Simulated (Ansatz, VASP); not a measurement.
**Two plane-wave programs on TaN**

```
Ta N
1.0
     0.00000   -2.18744   -2.18744
     0.00000    2.18744   -2.18744
     4.37489    0.00000    0.00000
Ta N
2 2
Direct
  0.53558 0.46442 0.97911
  0.96442 0.03558 0.52089
  0.46091 0.53909 0.45524
  0.03909 0.96091 0.04476
```

Change from the starting cell: mode 1 frozen in at -0.196 Å and mode 2 at -0.171 Å (largest displacements).

Alike in both runs: task single point; functional PBEsol; k mesh 14 × 14 × 10; occupations gaussian, width 0.15 eV; no spin polarisation.

|  | VASP | Ansatz |
| --- | --- | --- |
| version | VASP 6.6.1 | Ansatz 0.2.0 |
| potentials or method | VASP PAW PBE potentials, release 64 (Ta_pv, N), cutoff 520 eV | scalar-relativistic, plane waves, PAW |
| valence electrons in the cell | 32 | 36 |

VASP gave:

```
gap on the k mesh at the Fermi level (eV)                     : none
pressure (GPa)                                                : 2.6
traceless stress, the component that is largest in VASP (GPa) : 10.27
rms of the force components (eV/Å)                            : 0.695
```

Task: What did Ansatz give for the same quantities?

Result: gap on the k mesh at the Fermi level (eV): none; pressure (GPa): 1.4; traceless stress, the component that is largest in VASP (GPa): 10.13; rms of the force components (eV/Å): 0.689.

VASP's potentials were made for PBE, not for PBEsol, and Ansatz warns of the same on its side. Atom by atom the forces differ by 0.018 eV/Å (rms over components). A gap of «none» marks a metal or a gap that the smearing closes. With one functional, cell and mesh, what is left measures potentials, basis and numerics. VASP's potentials hold 32 valence electrons a cell and Ansatz's 36, so a difference there can come from the potentials and not from the codes.

Spin-orbit coupling is off throughout.
